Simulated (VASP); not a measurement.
# Ti16Si in VASP: further runs

Runs on Ti16Si. Level: PBE. Tasks: single point, relaxation of the atoms.

Everything below comes from runs of VASP 6.6.1. Logs are shortened: lines on timing, memory, paths and dates and some standing lists are left out, and cuts for length are marked.

## Step 1: The cell of the first run

The cell holds a slab with vacuum, 17 atoms: a = 5.876 Å, b = 5.876 Å, c = 22.404 Å, α = 90.00°, β = 90.00°, γ = 120.00°.

## Step 2: Single point, PBE

The input, INCAR:

```
PREC = Accurate ; ENCUT = 520
EDIFF = 1E-6 ; ISMEAR = 0
SIGMA = 0.1 ; LREAL = Auto
LASPH = True ; NELM = 100
ALGO = Normal ; ISIF = 2
LWAVE = False ; LCHARG = False
LDIPOL = True ; IDIPOL = 3
DIPOL = 0.5 0.5 0.348 ; GGA = PE
NBANDS = 112
```

The input, KPOINTS:

```
regular mesh
0
Gamma
  6 6 1
```

The input, POSCAR:

```
Ti16Si
1.0
    5.8763264169      0.0000000000      0.0000000000
   -2.9381632085      5.0890479580      0.0000000000
    0.0000000000      0.0000000000     22.4042080656
Ti Si
16 1
Direct
    0.3333333333      0.1666666667      0.1785378884
    0.3333333333      0.6666666667      0.1785378884
    0.8333333333      0.1666666667      0.1785378884
    0.8333333333      0.6666666667      0.1785378884
    0.1666666667      0.3333333333      0.2823234229
    0.1666666667      0.8333333333      0.2823234229
    0.6666666667      0.3333333333      0.2823234229
    0.6666666667      0.8333333333      0.2823234229
    0.3333333333      0.1666666667      0.3901740009
    0.3333333333      0.6666666667      0.3901740009
    0.8333333333      0.1666666667      0.3901740009
    0.8333333333      0.6666666667      0.3901740009
    0.1666666667      0.3333333333      0.4867035708
    0.1666666667      0.8333333333      0.4867035708
    0.6666666667      0.3333333333      0.4867035708
    0.6666666667      0.8333333333      0.4867035708
    0.5000000000      0.5000000000      0.5698903887
```

Potentials or basis: VASP PAW PBE potentials, release 64 (Ti_sv, Si).

On the command line:

```console
$ cat potpaw_PBE.64/Ti_sv/POTCAR potpaw_PBE.64/Si/POTCAR > POTCAR
$ mpirun -np 1 vasp_std > vasp.out
```

OUTCAR:

```text
PREC = Accurate
   ENCUT = 520
   EDIFF = 1E-6
   ISMEAR = 0
   LREAL = Auto
   LASPH = True
   NELM = 100
   ISIF = 2
   GGA = PE

 ion  position               nearest neighbor table
   1  0.333  0.167  0.179-   5 2.88   7 2.88   6 2.88
   2  0.333  0.667  0.179-   6 2.88   8 2.88   5 2.88
   3  0.833  0.167  0.179-   7 2.88   5 2.88   8 2.88
   4  0.833  0.667  0.179-   8 2.88   6 2.88   7 2.88
   5  0.167  0.333  0.282-   1 2.88   3 2.88   2 2.88
   6  0.167  0.833  0.282-   2 2.88   4 2.88   1 2.88
   7  0.667  0.333  0.282-   3 2.88   1 2.88   4 2.88
   8  0.667  0.833  0.282-   4 2.88   2 2.88   3 2.88
   9  0.333  0.167  0.390-  13 2.75  15 2.75  14 2.75
  10  0.333  0.667  0.390-  14 2.75  16 2.75  13 2.75
  11  0.833  0.167  0.390-  15 2.75  13 2.75  16 2.75
  12  0.833  0.667  0.390-  16 2.75  14 2.75  15 2.75
  13  0.167  0.333  0.487-  17 2.52   9 2.75  11 2.75  10 2.75
  14  0.167  0.833  0.487-  10 2.75  12 2.75   9 2.75
  15  0.667  0.333  0.487-  17 2.52  11 2.75   9 2.75  12 2.75
  16  0.667  0.833  0.487-  17 2.52  12 2.75  10 2.75  11 2.75
  17  0.500  0.500  0.570-  13 2.52  16 2.52  15 2.52

  LATTYP: Found a hexagonal cell.
 ALAT       =     5.8763264169
 C/A-ratio  =     3.8126214366

  Lattice vectors:

 A1 = (   5.8763264169,   0.0000000000,   0.0000000000)
 A2 = (  -2.9381632085,   5.0890479580,   0.0000000000)
 A3 = (   0.0000000000,   0.0000000000,  22.4042080656)

Analysis of symmetry for initial positions (statically):
=====================================================================
 Subroutine PRICEL returns:
 Original cell was already a primitive cell.

 Routine SETGRP: Setting up the symmetry group for a
 hexagonal supercell.

 Subroutine GETGRP returns: Found  6 space group operations
 (whereof  2 operations were pure point group operations)
 out of a pool of 24 trial point group operations.

The static configuration has the point symmetry C_1h.
 The point group associated with its full space group is C_3v.

Analysis of symmetry for dynamics (positions and initial velocities):
=====================================================================
 Subroutine PRICEL returns:
 Original cell was already a primitive cell.

 Routine SETGRP: Setting up the symmetry group for a
 hexagonal supercell.

 Subroutine GETGRP returns: Found  6 space group operations
 (whereof  2 operations were pure point group operations)
 out of a pool of 24 trial point group operations.

The dynamic configuration has the point symmetry C_1h.
[... 126 lines left out ...]
   EFERMI =   0.00;   METHOD = LEGACY
   ISMEAR =     0;   SIGMA  =   0.10  broadening in eV -4-tet -1-fermi 0-gaus
   EFERMI_NEDOS =   21; number of points for ismear=-14 and -15
   IALGO  =     38    algorithm
   IMIX   =      4    mixing-type and parameters
     AMIX     =   0.40;   BMIX     =  1.00
     AMIX_MAG =   1.60;   BMIX_MAG =  1.00
  volume/ion in A,a.u.               =      39.41       265.96
  Fermi-wavevector in a.u.,A,eV,Ry     =   1.086766  2.053691 16.069311  1.181061
  Thomas-Fermi vector in A             =   2.222911
   LORBIT       =      0    0 simple, 1 ext, 2 COOP (PROOUT), +10 PAW based schemes
   GGA     = PE    functional components
   LHFCALC =     F    Hartree Fock is set to
   AEXX    =    0.0000 exact exchange contribution
   IVDW    =     0    specifies the selected vdW correction
   LEPSILON=     F    determine dielectric tensor
   LRPA    =     F    only Hartree local field effects (RPA)
 non-spin polarized calculation
 Gauss-broadening in eV      SIGMA  =   0.10
  energy-cutoff  :      520.00
  volume of cell :      670.00
 maximum number of plane-waves:     18070
 NGX is ok and might be reduce to    48
   NGX = 21   NGY = 21   NGZ = 83

 dipolmoment           0.000000      0.000000     -0.067144 electrons x Angstroem

 number of electron     195.9999966 magnetization

 dipolmoment           0.000000      0.000000      0.100571 electrons x Angstroem

 Free energy of the ion-electron system (eV)
  ---------------------------------------------------
  ext. energy  EPLUGINS =         0.00000000
  ---------------------------------------------------
  free energy    TOTEN  =      -123.56280649 eV

  energy without entropy =     -123.41872943  energy(sigma->0) =     -123.49076796

 E-fermi :   1.1105     XC(G=0):  -5.9625

 val. band max:        1.1016161042   @ k =   0.3333   0.0000   0.0000
 cond. band min:       1.1258460771   @ k =   0.3333   0.0000   0.0000
 fundamental gap:      0.0242299729
 Fermi energy:         1.1104625571

 k-point     1 :       0.0000    0.0000    0.0000
  band No.  band energies     occupation
      1     -55.8720      2.00000
      2     -55.8320      2.00000
      3     -55.7978      2.00000
      4     -55.7978      2.00000
      5     -55.7929      2.00000
      6     -55.6839      2.00000
[... 780 lines left out ...]
    109       1.4231      0.00001
    110       1.5661      0.00000
 [bands above 110 left out]

------------------------ aborting loop because EDIFF is reached ----------------------------------------

 vacuum level on the upper side and lower side of the slab       (xc-potential included)         0.122        -0.450

  FORCE on cell =-STRESS in cart. coord.  units (eV):
  Direction    XX          YY          ZZ          XY          YZ          ZX
  --------------------------------------------------------------------------------------
  -------------------------------------------------------------------------------------
  Total       -3.5455103     -3.5455103     -3.4085043      0.0000000     -0.0000000     -0.0000000
  in kB       -8.4784660     -8.4784660     -8.1508402      0.0000000     -0.0000000     -0.0000000
  external PRESSURE =      -8.3692574 kB  Pullay stress =       0.0000000 kB

 VOLUME and BASIS-vectors are now :
 -----------------------------------------------------------------------------
  energy-cutoff  :      520.00
  volume of cell :      670.00
      direct lattice vectors                 reciprocal lattice vectors
     5.876326417  0.000000000  0.000000000     0.170174345  0.098250204  0.000000000
    -2.938163208  5.089047958  0.000000000     0.000000000  0.196500408  0.000000000
     0.000000000  0.000000000 22.404208066     0.000000000  0.000000000  0.044634472

 POSITION                                       TOTAL-FORCE (eV/Angst)
 -----------------------------------------------------------------------------------
      1.46908      0.84817      4.00000        -0.000000      0.026188      0.612881
     -0.00000      3.39270      4.00000         0.022680     -0.013094      0.612881
      4.40724      0.84817      4.00000        -0.000000      0.000000      0.633274
      2.93816      3.39270      4.00000        -0.022680     -0.013094      0.612881
      0.00000      1.69635      6.32523        -0.014608     -0.008434     -0.581276
     -1.46908      4.24087      6.32523        -0.000000      0.000000     -0.588256
[... 9 lines left out ...]
      1.46908      4.24087     10.90421         0.000000     -0.226789      0.061713
      1.46908      2.54452     12.76794        -0.000000      0.000000      0.023807
 -----------------------------------------------------------------------------------
    total drift:                                0.000000      0.000000     -0.120606

  FREE ENERGIE OF THE ION-ELECTRON SYSTEM (eV)
  ---------------------------------------------------
  free  energy   TOTEN  =      -123.5628064860 eV

  energy  without entropy=     -123.4187294310  energy(sigma->0) =     -123.49076796

 vacuum level on the upper side and lower side of the slab         6.002         5.413
```

It took 20 min on 1 thread of AMD EPYC 9R45 (Zen 5), shared host; peak memory 0.87 GiB.

Results:

- Free energy: -123.5628 eV
- Largest force: 0.867 eV/Å
- Band gap on the k mesh: zero (bands 98 and 99 overlap by 0.60 eV)

Forces on the atoms (eV/Å):
```
Ti   0.000  0.026  0.613
Ti   0.023 -0.013  0.613
Ti   0.000  0.000  0.633
Ti  -0.023 -0.013  0.613
Ti  -0.015 -0.008 -0.581
Ti   0.000  0.000 -0.588
Ti   0.015 -0.008 -0.581
Ti   0.000  0.017 -0.581
Ti   0.000 -0.057 -0.269
Ti  -0.049  0.028 -0.269
Ti   0.000  0.000 -0.408
Ti   0.049  0.028 -0.269
Ti   0.196  0.113  0.062
Ti   0.000  0.000  0.867
Ti  -0.196  0.113  0.062
Ti   0.000 -0.227  0.062
Si   0.000  0.000  0.024
```

Levels at points of the mesh, in eV from the Fermi level:
```
           k point  band 95  band 96  band 97  band 98  band 99  band 100
(0.00, 0.00, 0.00)     0.25     0.25     0.25     0.29     0.47      0.50
(0.50, 0.00, 0.00)    -0.42    -0.32    -0.30    -0.28    -0.10     -0.06
```

## Step 3: Relaxation of the atoms, PBE

The input, INCAR:

```
  PREC = Accurate
  ENCUT = 450
  EDIFF = 1E-7
  ISMEAR = 0
  SIGMA = 0.1
  LREAL = F
  LASPH = T
  NELM = 120
  ALGO = Normal
  ISIF = 2
  LWAVE = F
  LCHARG = F
  LDIPOL = T
  IDIPOL = 3
  DIPOL = 0.5 0.5 0.348
  GGA = PE
  IBRION = 2
  NSW = 36
  EDIFFG = -0.025
  GGA_COMPAT = F
  NELMIN = 4
  NELMDL = -8
  KPAR = 4
```

KPOINTS is that of step 2.

The input, POSCAR:

```
Ti16Si
1.0
    5.8763264169      0.0000000000      0.0000000000
   -2.9381632085      5.0890479580      0.0000000000
    0.0000000000      0.0000000000     22.4042080656
Ti Si
16 1
Selective dynamics
Direct
    0.3333333333      0.1666666667      0.1785378884  F F F
    0.3333333333      0.6666666667      0.1785378884  F F F
    0.8333333333      0.1666666667      0.1785378884  F F F
    0.8333333333      0.6666666667      0.1785378884  F F F
    0.1666666667      0.3333333333      0.2823234229  F F F
    0.1666666667      0.8333333333      0.2823234229  F F F
    0.6666666667      0.3333333333      0.2823234229  F F F
    0.6666666667      0.8333333333      0.2823234229  F F F
    0.3333333333      0.1666666667      0.3901740009  F F F
    0.3333333333      0.6666666667      0.3901740009  F F F
    0.8333333333      0.1666666667      0.3901740009  F F F
    0.8333333333      0.6666666667      0.3901740009  F F F
    0.1666666667      0.3333333333      0.4867035708  F F F
    0.1666666667      0.8333333333      0.4867035708  F F F
    0.6666666667      0.3333333333      0.4867035708  F F F
    0.6666666667      0.8333333333      0.4867035708  F F F
    0.3333333333      0.6666666667      0.5624446189  F F T
```

Potentials or basis: VASP PAW PBE potentials, release 64 (Ti_sv, Si).

On the command line:

```console
$ cat potpaw_PBE.64/Ti_sv/POTCAR potpaw_PBE.64/Si/POTCAR > POTCAR
$ mpirun -np 4 vasp_std > vasp.out
```

Wall time 21 min (4 MPI ranks of Intel Xeon 6975P-C (Granite Rapids), shared host); peak memory 0.87 GiB.

The run converged. Its results:

```yaml
Free_energy: -123.6886 eV
Energy_gained_by_relaxing: 8.5 meV/atom
Ionic_steps: 3
Band_gap_on_the_k_mesh: zero (bands 98 and 99 overlap by 0.55 eV)
```

Step by step:
| step | energy change (eV) | largest force on free atoms (eV/Å) | pressure (GPa) |
| --- | --- | --- | --- |
| 1 | 0.0000 | 1.7871 | -0.56 |
| 2 | -0.1110 | 0.8160 | -0.83 |
| 3 | -0.1452 | 0.0067 | -1.06 |

Final structure:
```yaml
crystal:
  lattice:
    - [5.87633, 0.00000, 0.00000]
    - [-2.93816, 5.08905, 0.00000]
    - [0.00000, 0.00000, 22.40421]
  atoms:
    - { symbol: Ti, position: [0.33333, 0.16667, 0.17854] }
    - { symbol: Ti, position: [0.33333, 0.66667, 0.17854] }
    - { symbol: Ti, position: [0.83333, 0.16667, 0.17854] }
    - { symbol: Ti, position: [0.83333, 0.66667, 0.17854] }
    - { symbol: Ti, position: [0.16667, 0.33333, 0.28232] }
    - { symbol: Ti, position: [0.16667, 0.83333, 0.28232] }
    - { symbol: Ti, position: [0.66667, 0.33333, 0.28232] }
    - { symbol: Ti, position: [0.66667, 0.83333, 0.28232] }
    - { symbol: Ti, position: [0.33333, 0.16667, 0.39017] }
    - { symbol: Ti, position: [0.33333, 0.66667, 0.39017] }
    - { symbol: Ti, position: [0.83333, 0.16667, 0.39017] }
    - { symbol: Ti, position: [0.83333, 0.66667, 0.39017] }
    - { symbol: Ti, position: [0.16667, 0.33333, 0.48670] }
    - { symbol: Ti, position: [0.16667, 0.83333, 0.48670] }
    - { symbol: Ti, position: [0.66667, 0.33333, 0.48670] }
    - { symbol: Ti, position: [0.66667, 0.83333, 0.48670] }
    - { symbol: Si, position: [0.33333, 0.66667, 0.57019] }
```

Levels at points of the mesh, in eV from the Fermi level:
```csv
k point,band 95,band 96,band 97,band 98,band 99,band 100,band 101,band 102
"(0.00, 0.00, 0.00)",0.21,0.21,0.24,0.29,0.46,0.63,0.63,0.66
"(0.50, 0.00, 0.00)",-0.45,-0.36,-0.31,-0.27,-0.09,-0.06,0.08,0.13
```

## Step 4: Single point, PBE

The input, INCAR:

```
SYSTEM = Ti16Si
PREC = Accurate
ENCUT = 520
EDIFF = 1E-6
ISMEAR = 0
SIGMA = 0.1
LREAL = Auto
LASPH = .TRUE.
NELM = 100
ALGO = Normal
ISIF = 2
LWAVE = .FALSE.
LCHARG = .FALSE.
LDIPOL = .TRUE.
IDIPOL = 3
DIPOL = 0.5 0.5 0.350
GGA = PE
NBANDS = 112
```

The input, KPOINTS:

```
Automatic mesh
0
G
  6 6 1
  0 0 0
```

The input, POSCAR:

```
Ti16Si
1.0
    5.8763264169      0.0000000000      0.0000000000
   -2.9381632085      5.0890479580      0.0000000000
    0.0000000000      0.0000000000     22.4042080656
Ti Si
16 1
Direct
    0.3333333333      0.1666666667      0.1785378884
    0.3333333333      0.6666666667      0.1785378884
    0.8333333333      0.1666666667      0.1785378884
    0.8333333333      0.6666666667      0.1785378884
    0.1666666667      0.3333333333      0.2823234229
    0.1666666667      0.8333333333      0.2823234229
    0.6666666667      0.3333333333      0.2823234229
    0.6666666667      0.8333333333      0.2823234229
    0.3333333333      0.1666666667      0.3901740009
    0.3333333333      0.6666666667      0.3901740009
    0.8333333333      0.1666666667      0.3901740009
    0.8333333333      0.6666666667      0.3901740009
    0.1666666667      0.3333333333      0.4867035708
    0.1666666667      0.8333333333      0.4867035708
    0.6666666667      0.3333333333      0.4867035708
    0.6666666667      0.8333333333      0.4867035708
    0.1666666667      0.3333333333      0.5909029325
```

On the command line:

```console
$ cat potpaw_PBE.64/Ti_sv/POTCAR potpaw_PBE.64/Si/POTCAR > POTCAR
$ mpirun -np 1 vasp_std > vasp.out
```

Run time: 59 min. Hardware: 1 thread of Oxide Virtual Turin-like, shared host; peak memory 0.88 GiB.

The run converged. Its results:

- Free energy: -122.7226 eV
- Largest force: 1.632 eV/Å
- Band gap on the k mesh: zero (bands 98 and 99 overlap by 0.61 eV)

Forces on the atoms (eV/Å):
```
Ti  -0.010  0.006  0.616
Ti   0.000 -0.011  0.616
Ti   0.010  0.006  0.616
Ti   0.000  0.000  0.616
Ti   0.000  0.000 -0.449
Ti  -0.046 -0.027 -0.597
Ti   0.000  0.053 -0.597
Ti   0.046 -0.027 -0.597
Ti   0.068 -0.039 -0.291
Ti   0.000  0.079 -0.291
Ti  -0.068 -0.039 -0.291
Ti   0.000  0.000 -0.003
Ti   0.000  0.000 -1.632
Ti   0.096  0.055  0.761
Ti   0.000 -0.110  0.761
Ti  -0.096  0.055  0.761
Si   0.000  0.000  0.000
```

Levels at points of the mesh, in eV from the Fermi level:
```
           k point  band 94  band 95  band 96  band 97  band 98  band 99  band 100  band 101
(0.00, 0.00, 0.00)    -0.07     0.10     0.27     0.27     0.30     0.46      0.57      0.66
(0.50, 0.00, 0.00)    -0.53    -0.36    -0.31    -0.30    -0.28    -0.12     -0.05      0.02
```

## Step 5: Overview

| task | cell | cutoff (eV) | gap on the mesh (eV) | largest force (eV/Å) |
| --- | --- | --- | --- | --- |
| single point | as given, atomic positions A | 520 | none | 0.87 |
| relaxation of the atoms | atoms relaxed, atomic positions B | 450 | none | - |
| single point | as given, atomic positions C | 520 | none | 1.63 |

Alike in all rows: level PBE; potentials or basis VASP PAW PBE potentials, release 64 (Ti_sv, Si); no spin polarisation; k mesh 6 × 6 × 1; smearing gaussian 0.1 eV.

Absolute energies hang on the potentials; compare differences alone.
